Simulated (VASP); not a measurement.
# AlNi (Cmmm) in VASP: a series of runs, part 2 of 2

VASP 6.6.1. Earlier steps stand in the parts before.

## (3) Single point, BLYP, collinear spin, ferromagnetic start

INCAR

```
PREC = Accurate ; ENCUT = 520
EDIFF = 1E-6 ; ISMEAR = -1
SIGMA = 0.1 ; LREAL = F
LASPH = T ; NELM = 150
ALGO = Normal ; ISIF = 2
LWAVE = F ; LCHARG = T
ISPIN = 2 ; MAGMOM = 0 1.5
LORBIT = 11 ; LMAXMIX = 4
GGA = B5 ; ALDAX = 1.0
AGGAX = 1.0 ; AGGAC = 1.0
ALDAC = 0.0 ; LELF = T
LVHAR = T ; NBANDS = 18
```

KPOINTS

```
Automatic mesh
0
Gamma
  11 11 10
```

POSCAR

```
AlNi
1.0
    1.9386940000     -1.9531900000      0.0000000000
    1.9386940000      1.9531900000      0.0000000000
    0.0000000000      0.0000000000      3.0994300000
Al Ni
1 1
Direct
    0.0000000000      0.0000000000      0.0000000000
    0.5000000000      0.5000000000      0.5000000000
```

Potentials or basis: VASP PAW PBE potentials, release 64 (Al, Ni).

On the command line:

```
$ cat potpaw_PBE.64/Al/POTCAR potpaw_PBE.64/Ni/POTCAR > POTCAR
$ mpirun -np 1 vasp_std > vasp.out
```

OUTCAR:

```text
PREC = Accurate
   ENCUT = 520
   EDIFF = 1E-6
   ISMEAR = -1
   LREAL = F
   LASPH = T
   NELM = 150
   ISIF = 2
   ISPIN = 2
   LORBIT = 11
   GGA = B5

 ion  position               nearest neighbor table
   1  0.000  0.000  0.000-   2 2.48   2 2.48   2 2.48   2 2.48   2 2.49   2 2.49   2 2.49   2 2.49

   2  0.500  0.500  0.500-   1 2.48   1 2.48   1 2.48   1 2.48   1 2.49   1 2.49   1 2.49   1 2.49

  LATTYP: Found a base centered orthorhombic cell.
 ALAT       =     3.8773880000
 B/A-ratio  =     1.0074771986
 C/A-ratio  =     0.7993602910

[... 1226 lines left out ...]
  external PRESSURE =     110.1959361 kB  Pullay stress =       0.0000000 kB

 VOLUME and BASIS-vectors are now :
 -----------------------------------------------------------------------------
  energy-cutoff  :      520.00
  volume of cell :       23.47
      direct lattice vectors                 reciprocal lattice vectors
     1.938694000 -1.953190000  0.000000000     0.257905580 -0.255991481  0.000000000
     1.938694000  1.953190000  0.000000000     0.257905580  0.255991481  0.000000000
     0.000000000  0.000000000  3.099430000     0.000000000  0.000000000  0.322639969

 POSITION                                       TOTAL-FORCE (eV/Angst)
 -----------------------------------------------------------------------------------
      0.00000      0.00000      0.00000        -0.000000      0.000000      0.000000
      1.93869      0.00000      1.54971         0.000000     -0.000000      0.000000
 -----------------------------------------------------------------------------------
    total drift:                                0.000000      0.000000      0.000000

  FREE ENERGIE OF THE ION-ELECTRON SYSTEM (eV)
  ---------------------------------------------------
  free  energy   TOTEN  =        -8.5260959978 eV

  energy  without entropy=       -8.4974553162  energy(sigma->0) =       -8.51177566

 total charge

# of ion       s       p       d       tot
------------------------------------------
    1        0.386   0.422   0.000   0.808
    2        0.493   0.532   8.523   9.547
--------------------------------------------------
tot          0.879   0.955   8.523  10.356

 magnetization (x)

# of ion       s       p       d       tot
------------------------------------------
    1        0.000   0.000   0.000   0.000
    2        0.000   0.000   0.000   0.000
--------------------------------------------------
tot          0.000   0.000   0.000   0.000
```

OSZICAR:

```text
N       E                     dE             d eps       ncg     rms          rms(c)
DAV:   1     0.486291769809E+02    0.48629E+02   -0.50119E+03 15962   0.760E+02
DAV:   2    -0.682171795163E+01   -0.55451E+02   -0.48614E+02 16960   0.164E+02
DAV:   3    -0.955765493950E+01   -0.27359E+01   -0.26798E+01 18628   0.374E+01
DAV:   4    -0.959436714542E+01   -0.36712E-01   -0.36684E-01 18136   0.385E+00
DAV:   5    -0.959523220236E+01   -0.86506E-03   -0.86499E-03 18618   0.639E-01    0.125E+01
DAV:   6    -0.115315792281E+02   -0.19363E+01   -0.36409E+01 17944   0.708E+01    0.149E+01
DAV:   7    -0.854174244396E+01    0.29898E+01   -0.11315E+01 17854   0.423E+01    0.126E+00
DAV:   8    -0.853689806847E+01    0.48444E-02   -0.22502E-01 20302   0.434E+00    0.104E+00
DAV:   9    -0.852566033698E+01    0.11238E-01   -0.38723E-02 19418   0.202E+00    0.571E-01
DAV:  10    -0.852599273114E+01   -0.33239E-03   -0.10656E-03 21068   0.315E-01    0.204E-01
DAV:  11    -0.852604497322E+01   -0.52242E-04   -0.15821E-03 19510   0.346E-01    0.770E-02
DAV:  12    -0.852609696584E+01   -0.51993E-04   -0.16261E-04 19284   0.118E-01    0.339E-02
DAV:  13    -0.852609973870E+01   -0.27729E-05   -0.16696E-05 19698   0.407E-02    0.294E-02
DAV:  14    -0.852609606192E+01    0.36768E-05   -0.21343E-06 11366   0.150E-02    0.288E-03
DAV:  15    -0.852609599777E+01    0.64146E-07   -0.34323E-07  8864   0.457E-03
   1 F= -.85260960E+01 E0= -.85117757E+01  d E =-.286407E-01  mag=     0.0000
```

stdout:

```text
POSCAR found type information on POSCAR AlNi
 POSCAR found :  2 types and       2 ions
 scaLAPACK will be used
 -----------------------------------------------------------------------------
|                                                                             |
|                                                                             |
|     You enforced a specific xc type in the INCAR file but a different       |
|     I HOPE YOU KNOW WHAT YOU ARE DOING!                                     |
|                                                                             |
 -----------------------------------------------------------------------------

 LDA part: xc-table for (Slater(with rela. corr.)+VWN5), standard interpolation
 POSCAR, INCAR and KPOINTS ok, starting setup
 FFT: planning ... GRIDC
 FFT: planning ... GRID_SOFT
 FFT: planning ... GRID
 WAVECAR not read
 entering main loop
```

Wall time 3.3 min (1 thread of Intel Xeon 8259CL, shared host); peak memory 0.24 GiB.

What came out:

```yaml
Free_energy: -8.5261 eV
Pressure: 11.0 GPa
Net_moment: 0.00 μB per cell
Valence_electrons_inside_the_program's_atomic_spheres: Al 0.81; Ni 9.55
```

Caveat: the cell stands under pressure; the PAW data sets were made with another functional, which shifts forces and pressure a little.

## (4) Single point, r2SCAN, collinear spin, ferromagnetic start

POSCAR is that of step 3.

INCAR.step1

```
PREC = Accurate
ENCUT = 520
ISMEAR = -1
SIGMA = 0.1
LREAL = F
LASPH = T
NELM = 150
ISPIN = 2
MAGMOM = 0 1.5
LMAXMIX = 4
NBANDS = 18
GGA = PE
ALGO = Normal
EDIFF = 1E-4
LWAVE = T
LCHARG = F
```

INCAR.step2

```
PREC = Accurate
ENCUT = 520
EDIFF = 1E-7
ISMEAR = -1
SIGMA = 0.1
LREAL = F
LASPH = T
NELM = 150
ALGO = Normal
ISIF = 2
LWAVE = F
LCHARG = F
ISPIN = 2
MAGMOM = 0 1.5
LORBIT = 11
LMAXMIX = 4
METAGGA = R2SCAN
LMIXTAU = T
NBANDS = 18
ISTART = 1
```

KPOINTS

```
regular mesh
0
Gamma
  11 11 10
```

Potentials or basis: VASP PAW PBE potentials, release 64 (Al, Ni).

On the command line:

```
$ cat potpaw_PBE.64/Al/POTCAR potpaw_PBE.64/Ni/POTCAR > POTCAR
$ cp INCAR.step1 INCAR
$ mpirun -np 1 vasp_std > vasp.out
$ cp INCAR.step2 INCAR
$ mpirun -np 1 vasp_std > vasp.out
```

OUTCAR:

```text
PREC = Accurate
   ENCUT = 520
   EDIFF = 1E-7
   ISMEAR = -1
   LREAL = F
   LASPH = T
   NELM = 150
   ISIF = 2
   ISPIN = 2
   LORBIT = 11
   METAGGA = R2SCAN
   ISTART = 1

 ion  position               nearest neighbor table
   1  0.000  0.000  0.000-   2 2.48   2 2.48   2 2.48   2 2.48   2 2.49   2 2.49   2 2.49   2 2.49

   2  0.500  0.500  0.500-   1 2.48   1 2.48   1 2.48   1 2.48   1 2.49   1 2.49   1 2.49   1 2.49

  LATTYP: Found a base centered orthorhombic cell.
 ALAT       =     3.8773880000
 B/A-ratio  =     1.0074771986
 C/A-ratio  =     0.7993602910

  Lattice vectors:

 A1 = (   1.9386940000,  -1.9531900000,   0.0000000000)
 A2 = (   1.9386940000,   1.9531900000,   0.0000000000)
 A3 = (   0.0000000000,   0.0000000000,   3.0994300000)

Analysis of symmetry for initial positions (statically):
=====================================================================
 Subroutine PRICEL returns:
 Original cell was already a primitive cell.

 Routine SETGRP: Setting up the symmetry group for a
 base centered orthorhombic supercell.

 Subroutine GETGRP returns: Found  8 space group operations
 (whereof  8 operations were pure point group operations)
 out of a pool of  8 trial point group operations.

The static configuration has the point symmetry D_2h.

Analysis of symmetry for dynamics (positions and initial velocities):
=====================================================================
 Subroutine PRICEL returns:
 Original cell was already a primitive cell.

 Routine SETGRP: Setting up the symmetry group for a
 base centered orthorhombic supercell.

 Subroutine GETGRP returns: Found  8 space group operations
 (whereof  8 operations were pure point group operations)
 out of a pool of  8 trial point group operations.

The dynamic configuration has the point symmetry D_2h.

Analysis of structural, dynamic, and magnetic symmetry:
[... 150 lines left out ...]
 number of electron      13.0000021 magnetization      -0.0000000

 Free energy of the ion-electron system (eV)
  ---------------------------------------------------
  ext. energy  EPLUGINS =         0.00000000
  ---------------------------------------------------
  free energy    TOTEN  =       -20.03559413 eV

  energy without entropy =      -20.00778682  energy(sigma->0) =      -20.02169047

 E-fermi :  10.1572     XC(G=0): -13.1122

 val. band max:       10.1369550913   @ k =   0.4545   0.2727   0.3000
 cond. band min:      10.1594406547   @ k =  -0.4545   0.2727   0.3000
 fundamental gap:      0.0224855634
 Fermi energy:        10.1571903684

 spin component 1

 k-point     1 :       0.0000    0.0000    0.0000
  band No.  band energies     occupation
      1      -1.7337      1.00000
      2       6.5606      1.00000
      3       6.7578      1.00000
      4       8.4118      1.00000
      5       8.4309      1.00000
      6       8.6689      1.00000
[... 493 lines left out ...]
     17      33.8333      0.00000
     18      38.6812      0.00000

 [... further k-points ...]

 spin component 2

 k-point     1 :       0.0000    0.0000    0.0000
  band No.  band energies     occupation
      1      -1.7337      1.00000
      2       6.5606      1.00000
      3       6.7578      1.00000
      4       8.4118      1.00000
      5       8.4309      1.00000
      6       8.6689      1.00000
[... 493 lines left out ...]
     17      33.8333      0.00000
     18      38.6812      0.00000

 [... further k-points ...]

------------------------ aborting loop because EDIFF is reached ----------------------------------------

  FORCE on cell =-STRESS in cart. coord.  units (eV):
  Direction    XX          YY          ZZ          XY          YZ          ZX
  --------------------------------------------------------------------------------------
  -------------------------------------------------------------------------------------
  Total        0.5105972      0.2516881     -0.5843783      0.0000000      0.0000000      0.0000000
  in kB       34.8516576     17.1793906    -39.8877056      0.0000000      0.0000000      0.0000000
  external PRESSURE =       4.0477809 kB  Pullay stress =       0.0000000 kB

 VOLUME and BASIS-vectors are now :
 -----------------------------------------------------------------------------
  energy-cutoff  :      520.00
  volume of cell :       23.47
      direct lattice vectors                 reciprocal lattice vectors
     1.938694000 -1.953190000  0.000000000     0.257905580 -0.255991481  0.000000000
     1.938694000  1.953190000  0.000000000     0.257905580  0.255991481  0.000000000
     0.000000000  0.000000000  3.099430000     0.000000000  0.000000000  0.322639969

 POSITION                                       TOTAL-FORCE (eV/Angst)
 -----------------------------------------------------------------------------------
      0.00000      0.00000      0.00000        -0.000000     -0.000000      0.000000
      1.93869      0.00000      1.54971         0.000000      0.000000      0.000000
 -----------------------------------------------------------------------------------
    total drift:                                0.000000      0.000000      0.000000

  FREE ENERGIE OF THE ION-ELECTRON SYSTEM (eV)
  ---------------------------------------------------
  free  energy   TOTEN  =       -20.0355941315 eV

  energy  without entropy=      -20.0077868166  energy(sigma->0) =      -20.02169047

 total charge

# of ion       s       p       d       tot
------------------------------------------
    1        0.385   0.437   0.000   0.822
    2        0.497   0.561   8.482   9.540
--------------------------------------------------
tot          0.882   0.998   8.482  10.362

 magnetization (x)

# of ion       s       p       d       tot
------------------------------------------
    1        0.000  -0.000   0.000   0.000
    2       -0.000   0.000   0.000   0.000
--------------------------------------------------
tot          0.000  -0.000   0.000   0.000
```

OSZICAR.step1:

```text
N       E                     dE             d eps       ncg     rms          rms(c)
DAV:   1     0.459437036293E+02    0.45944E+02   -0.50271E+03 16010   0.760E+02
DAV:   2    -0.919145235532E+01   -0.55135E+02   -0.48277E+02 16944   0.163E+02
DAV:   3    -0.118338420803E+02   -0.26424E+01   -0.25865E+01 18570   0.367E+01
DAV:   4    -0.118679813600E+02   -0.34139E-01   -0.34114E-01 18128   0.371E+00
DAV:   5    -0.118687452346E+02   -0.76387E-03   -0.76382E-03 18608   0.602E-01    0.135E+01
DAV:   6    -0.142531585794E+02   -0.23844E+01   -0.44965E+01 17788   0.785E+01    0.173E+01
DAV:   7    -0.105235151729E+02    0.37296E+01   -0.13360E+01 17752   0.460E+01    0.150E+00
DAV:   8    -0.105110633312E+02    0.12452E-01   -0.32416E-01 20416   0.539E+00    0.112E+00
DAV:   9    -0.104972538810E+02    0.13809E-01   -0.51231E-02 19678   0.216E+00    0.581E-01
DAV:  10    -0.104976371520E+02   -0.38327E-03   -0.12083E-03 20776   0.331E-01    0.230E-01
DAV:  11    -0.104976540058E+02   -0.16854E-04   -0.23068E-03 17586   0.411E-01    0.865E-02
DAV:  12    -0.104977117375E+02   -0.57732E-04   -0.18658E-04  9578   0.131E-01
   1 F= -.10497712E+02 E0= -.10483134E+02  d E =-.291558E-01  mag=    -0.0015
```

Wall time 10 min (1 thread of Intel Xeon 8259CL, shared host); peak memory 0.25 GiB.

Results:

```
Free energy                                           : -20.0356 eV
Pressure                                              : 0.4 GPa
Net moment                                            : 0.00 μB per cell
Valence electrons inside the program's atomic spheres : Al 0.82; Ni 9.54
```

Caveat: the PAW data sets were made with another functional, which shifts forces and pressure a little.
